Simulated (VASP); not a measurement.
C, 1 atom in the cell. Symmetry: Pm-3m, No. 221, cubic system. The conventional cell has a = 1.755 Å, b = 1.755 Å, c = 1.755 Å, α = 90.00°, β = 90.00°, γ = 90.00°. Within 2.3 Å of C (site symmetry m-3m) lie 6 C at 1.76 Å. 

```yaml
Program: VASP 6.6.1
Task: relaxation of cell and atoms
Functional: PBE
Potentials_or_basis: VASP PAW PBE potentials, release 64 (C)
Cutoff: 600 eV
k_mesh: 22 × 22 × 22
Occupations: fermi-dirac, width 0.1 eV
Spin: no spin polarisation
Target_pressure: 96 GPa
Dipole_correction: no
Further_INCAR_settings: ALGO = Normal; EDIFF = 1e-06; IBRION = 2; EDIFFG = -0.005; NSW = 60; ISIF = 3
```

Potentials or basis: VASP PAW PBE potentials, release 64 (C).

The run is started by

```sh
$ cat potpaw_PBE.64/C/POTCAR > POTCAR
$ mpirun -np 1 vasp_std > vasp.out
```

Hardware: 1 thread of Intel Xeon 8259CL (shared host).

**Question.** Estimate the wall time of this run.

**Answer.** Run time: 21 s on 1 thread of Intel Xeon 8259CL (shared host), peak memory 0.12 GiB. Counts: scf iterations 38, k points 364, ion steps 7.
